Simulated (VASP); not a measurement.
**Ag: single point with PBEsol**

Ag:

```
CELL_PARAMETERS angstrom
2.86746 0.00000 0.00000
-1.43373 2.48330 0.00000
0.18730 0.00000 9.36508
ATOMIC_POSITIONS crystal
Ag 0.00000 0.00000 0.00000
Ag 0.00000 0.00000 0.50000
Ag 0.33333 0.66667 0.25000
Ag 0.66667 0.33333 0.75000
```

This cell differs from its parent crystal: shear of c along a, cell held: +2.0 %, then relaxed in part.

```
Program                : VASP 6.6.1
Task                   : single point
Functional             : PBEsol
Potentials or basis    : VASP PAW PBE potentials, release 64 (Ag)
Cutoff                 : 520 eV
k mesh                 : 24 × 24 × 6
Occupations            : gaussian, width 0.1 eV
Spin                   : no spin polarisation
Dipole correction      : no
Further INCAR settings : ALGO = Fast; EDIFF = 1e-06; NBANDS = 30
```

The pressure is -0.2 GPa and the largest force is 0.003 eV/Å. The band gap on the k mesh is zero (bands 22 and 23 overlap by 6.56 eV).

Forces on the atoms (eV/Å):
```
Ag   0.000  0.000  0.000
Ag   0.000  0.000  0.000
Ag   0.000 -0.003  0.000
Ag   0.000  0.003  0.000
```

Stress tensor (GPa, compression positive):
```
-0.35  0.00 -0.63
 0.00 -0.42  0.00
-0.63  0.00  0.03
```

Levels at points of the mesh, in eV from the Fermi level:
```csv
k point,band 19,band 20,band 21,band 22,band 23,band 24,band 25,band 26
"(0.00, 0.00, 0.00)",-3.66,-3.43,-3.43,-3.02,-3.01,-0.55,3.68,11.24
"(0.50, 0.00, 0.00)",-2.82,-2.78,-0.32,0.61,1.00,1.54,4.27,4.58
"(0.00, 0.50, 0.00)",-2.82,-2.76,-0.32,0.61,1.00,1.53,4.39,4.46
"(0.00, 0.00, 0.50)",-3.22,-3.22,-3.16,-3.16,-2.60,-2.60,6.56,6.56
"(0.50, 0.00, 0.50)",-2.83,-2.82,0.12,0.20,1.30,1.43,4.63,4.98
"(0.00, 0.50, 0.50)",-2.83,-2.83,0.16,0.16,1.36,1.36,4.80,4.80
```

It took 43 min on 1 thread of Oxide Virtual Turin-like Processor, with other jobs on the host, peak memory 1.2 GiB.

Caveat: the cell differs from its parent crystal (shear of c along a, cell held: +2.0 %, then relaxed in part); the PAW data sets were made with another functional, which shifts forces and pressure a little.
